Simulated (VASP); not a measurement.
Crystal: SnO.

```
CELL_PARAMETERS angstrom
3.10341 0.00000 0.00000
0.00000 3.10341 0.00000
0.00000 0.00000 3.10341
ATOMIC_POSITIONS crystal
Sn 0.00000 0.00000 0.00000
O 0.50000 0.50000 0.50000
```

Base run:

- Program: VASP 6.6.1
- Functional: r2SCAN
- Potentials or basis: VASP PAW PBE potentials, release 64 (Sn_d, O)
- Cutoff: 660 eV
- k mesh: 6 × 6 × 6
- Occupations: fermi-dirac, width 0.02 eV
- Spin: no spin polarisation

Its results: band gap on the k mesh 0.35 eV (least direct gap 1.02 eV); pressure 0.3 GPa.

The run is repeated on the same cell with these changes: functional from r2SCAN to PBE; cutoff from 660 eV to 600 eV. What comes out?

Band gap on the k mesh 0.20 eV (least direct gap 0.88 eV); pressure 3.2 GPa.

Caveats: spin-orbit coupling is left out, which moves the levels of the heavy elements; the PAW data sets were made with another functional, which shifts forces and pressure a little (at least some runs); the cell stands under pressure (at least some runs).

A k mesh can miss the band edges.
